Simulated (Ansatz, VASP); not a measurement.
**HfO2: VASP beside Ansatz**

```
CELL_PARAMETERS angstrom
5.19404 0.00000 0.00000
0.00000 4.98007 0.00000
0.00000 0.00000 5.00871
ATOMIC_POSITIONS crystal
Hf 0.03282 0.26832 0.24405
Hf 0.46718 0.26832 0.74405
Hf 0.53282 0.73168 0.24405
Hf 0.96718 0.73168 0.74405
O 0.37162 0.07588 0.37511
O 0.12838 0.07588 0.87511
O 0.73748 0.45682 0.49384
O 0.76252 0.45682 0.99384
O 0.26252 0.54318 0.99384
O 0.23748 0.54318 0.49384
O 0.87162 0.92412 0.37511
O 0.62838 0.92412 0.87511
```

Change from the starting cell: hydrostatic strain -1.0%.

Alike in both runs: task single point; functional PBE; k mesh 6 × 6 × 6; occupations fermi-dirac, width 0.02 eV; no spin polarisation.

```csv
,VASP,Ansatz
version,VASP 6.6.1,Ansatz 0.2.0
potentials or method,"VASP PAW PBE potentials, release 64 (Hf_pv, O)","plane waves, PAW"
plane-wave cutoff (eV),520,420
valence electrons in the cell,88,152
```

Ansatz gave:

| Property | Result |
| --- | --- |
| gap on the k mesh at the Fermi level (eV) | 4.54 |
| pressure (GPa) | 13.0 |
| traceless stress, the component that is largest in VASP (GPa) | -0.53 |
| rms of the force components (eV/Å) | 0.029 |

Q: What did VASP give for the same quantities?

A: gap on the k mesh at the Fermi level (eV): 4.49; pressure (GPa): 9.5; traceless stress, the component that is largest in VASP (GPa): -0.43; rms of the force components (eV/Å): 0.018.

Atom by atom the forces differ by 0.029 eV/Å (rms over components). The functional is the same, so the differences come from potentials, cutoffs and numerics. VASP's potentials hold 88 valence electrons a cell and Ansatz's 152, so a difference there can come from the potentials and not from the codes.

Spin-orbit coupling is off throughout.
